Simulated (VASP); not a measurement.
**NbSi: relaxation of cell and atoms with r2SCAN+U**

NbSi:

```
CELL_PARAMETERS angstrom
3.15644 0.00000 0.00000
0.00000 3.15644 0.00000
0.00000 0.00000 3.15644
ATOMIC_POSITIONS crystal
Nb 0.00000 0.00000 0.00000
Si 0.50000 0.50000 0.50000
```

```yaml
Program: VASP 6.6.1
Task: relaxation of cell and atoms
Functional: r2SCAN
Potentials_or_basis: VASP PAW PBE potentials, release 64 (Nb_sv, Si)
Cutoff: 600 eV
k_mesh: 8 × 8 × 8
Occupations: fermi-dirac, width 0.05 eV
Spin: no spin polarisation
Hubbard_terms: Nb d U = 5.0 eV
Dipole_correction: no
Further_INCAR_settings: ALGO = Normal; EDIFF = 1e-07; IBRION = 2; EDIFFG = -0.01; NSW = 60; ISIF = 3
```

| Property | Result |
| --- | --- |
| Relaxed volume | 16.31 Å³/atom |
| Relaxed cell | a = 3.195 Å, b = 3.195 Å, c = 3.195 Å, α = 90.00°, β = 90.00°, γ = 90.00° |
| Space group after relaxing (to 0.1 Å) | Pm-3m (No. 221) |
| Energy gained by relaxing | 11.0 meV/atom |
| Ionic steps | 3 |
| Pressure after relaxing | -0.1 GPa |
| Band gap on the k mesh | zero (an odd number of electrons rules out a gap without spin polarisation) |

Step by step:
| step | energy change (eV) | largest force (eV/Å) | pressure (GPa) | volume (Å³) |
| --- | --- | --- | --- | --- |
| 1 | 0.0000 | 0.0000 | 6.30 | 31.45 |
| 2 | 0.0223 | 0.0000 | -7.81 | 34.35 |
| 3 | -0.0220 | 0.0000 | -0.07 | 32.62 |

Final structure:
```
Nb Si
1.0
     3.19503    0.00000    0.00000
     0.00000    3.19503    0.00000
     0.00000    0.00000    3.19503
Nb Si
1 1
Direct
  0.00000 0.00000 0.00000
  0.50000 0.50000 0.50000
```

Levels at points of the mesh, in eV from the Fermi level:
```csv
k point,band 4,band 5,band 6,band 7,band 8,band 9,band 10,band 11,band 12
"(0.00, 0.00, 0.00)",-32.89,-11.90,-2.85,-2.85,2.16,2.16,2.16,2.76,2.76
"(0.50, 0.00, 0.00)",-32.85,-8.72,-6.97,-1.65,-0.89,-0.89,3.26,4.15,5.29
"(0.50, 0.50, 0.00)",-32.82,-8.35,-3.54,-3.54,-2.54,0.70,0.70,4.16,4.61
"(0.50, 0.50, 0.50)",-33.17,-5.25,-5.25,-5.25,-4.24,3.26,3.26,3.26,4.30
```

Eigenvalues of the final occupation matrices:
| site | spin | trace | eigenvalues |
| --- | --- | --- | --- |
| site 1 d | 1 | 1.05 | 0.17 0.17 0.17 0.27 0.27 |
| site 1 d | 2 | 1.05 | 0.17 0.17 0.17 0.27 0.27 |

It took 3.4 min on 1 thread of Intel(R) Xeon(R) Platinum 8488C (Sapphire Rapids) (shared host), peak memory 0.17 GiB.

Caveat: the PAW data sets were made with another functional, which shifts forces and pressure a little; an odd number of electrons without spin polarisation forces a metal; a magnetic or distorted state may lie lower; U without spin polarisation on a metal has little footing; the U is typed as a test and isn't derived for this compound.
